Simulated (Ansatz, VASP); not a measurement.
# ZnSe: VASP beside Ansatz

The input INCAR:

```
  PREC = Accurate
  ENCUT = 520
  EDIFF = 1E-6
  ISMEAR = 0
  SIGMA = 0.05
  LREAL = False
  LASPH = True
  NELM = 100
  ALGO = Normal
  ISIF = 2
  LWAVE = False
  LCHARG = False
  GGA = PE
  NBANDS = 16
```

The input KPOINTS:

```
regular mesh
0
Gamma
  10 10 10
```

POSCAR

```
ZnSe
1.0
    0.0000000000      2.9136670334      2.6805736707
    2.9136670334      0.0000000000      2.6805736707
    2.9136670334      2.9136670334      0.0000000000
Zn Se
1 1
Direct
    0.0000000000      0.0000000000      0.0000000000
    0.7500000000      0.7500000000      0.7500000000
```

Input for Ansatz:

```yaml
crystal:
  lattice:
    - [0.0, 2.9136670334, 2.6805736707]
    - [2.9136670334, 0.0, 2.6805736707]
    - [2.9136670334, 2.9136670334, 0.0]
  atoms:
    - { symbol: Zn, position: [0.0, 0.0, 0.0] }
    - { symbol: Se, position: [0.75, 0.75, 0.75] }
basis:
  ecutwfc: 420
kpoints:
  mp_grid: { grid: [10, 10, 10] }
hamiltonian:
  xc: pbe
scf:
  occupations: { method: gaussian, width: 0.05 }
output:
  forces: true
  stress: true
  eigenvalues: true
```

Alike in both runs: task single point; functional PBE; k mesh 10 × 10 × 10; occupations gaussian, width 0.05 eV; no spin polarisation.

|  | VASP | Ansatz |
| --- | --- | --- |
| version | VASP 6.6.1 | Ansatz 0.2.0 |
| potentials or method | VASP PAW PBE potentials, release 64 (Zn, Se), cutoff 520 eV | scalar-relativistic, plane waves, PAW |
| valence electrons in the cell | 18 | 28 |

VASP gave:

* gap on the k mesh at the Fermi level (eV): 1.10
* least direct gap on the mesh (eV): 1.10
* pressure (GPa): 2.2
* traceless stress, the component that is largest in VASP (GPa): 1.57

Task: What did Ansatz give for the same quantities?

Result: gap on the k mesh at the Fermi level (eV): 1.09; least direct gap on the mesh (eV): 1.09; pressure (GPa): 2.0; traceless stress, the component that is largest in VASP (GPa): 1.59.

With one functional, cell and mesh, what is left measures potentials, basis and numerics. VASP's potentials hold 18 valence electrons a cell and Ansatz's 28, so a difference there can come from the potentials and not from the codes.
